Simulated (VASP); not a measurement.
Here is a VASP 6.6.1 calculation.

Contents of INCAR:

```
SYSTEM = Ta
ALGO = Normal
EDIFF = 1E-6
ENCUT = 520
GGA = PS
ISIF = 2
ISMEAR = 0
LASPH = .TRUE.
LCHARG = .FALSE.
LREAL = .FALSE.
LWAVE = .FALSE.
NBANDS = 18
NELM = 60
PREC = Accurate
SIGMA = 0.1
```

The input KPOINTS:

```
k-points
0
G
  6 6 4
  0 0 0
```

File POSCAR:

```
Ta
1.0
    2.9003720726      0.0000000000      0.0000000000
   -1.4501860363      2.5117958953      0.0000000000
    0.0000000000      0.0000000000      5.1662740000
Ta
2
Direct
    0.6666666700      0.3333333300      0.7500000000
    0.3333333300      0.6666666700      0.2500000000
```

Potentials or basis: VASP PAW PBE potentials, release 64 (Ta_pv).

Launch:

```console
$ cat potpaw_PBE.64/Ta_pv/POTCAR > POTCAR
$ mpirun -np 1 vasp_std > vasp.out
```

**Question.** Estimate the band gap on the k mesh.

**Answer.** Zero (band 11 reaches 6.89 eV, above the bottom of band 12 at 4.68 eV).

**Question.** Estimate the pressure.

**Answer.** -7.6 GPa.

Stress tensor (GPa, compression positive):
```
-7.78  0.00  0.00
 0.00 -7.78  0.00
 0.00  0.00 -7.35
```

Caveat: the k points lie up to 0.42 Å⁻¹ apart; the PAW data sets were made with another functional, which shifts forces and pressure a little; spin-orbit coupling is left out, which moves the levels of the heavy elements.
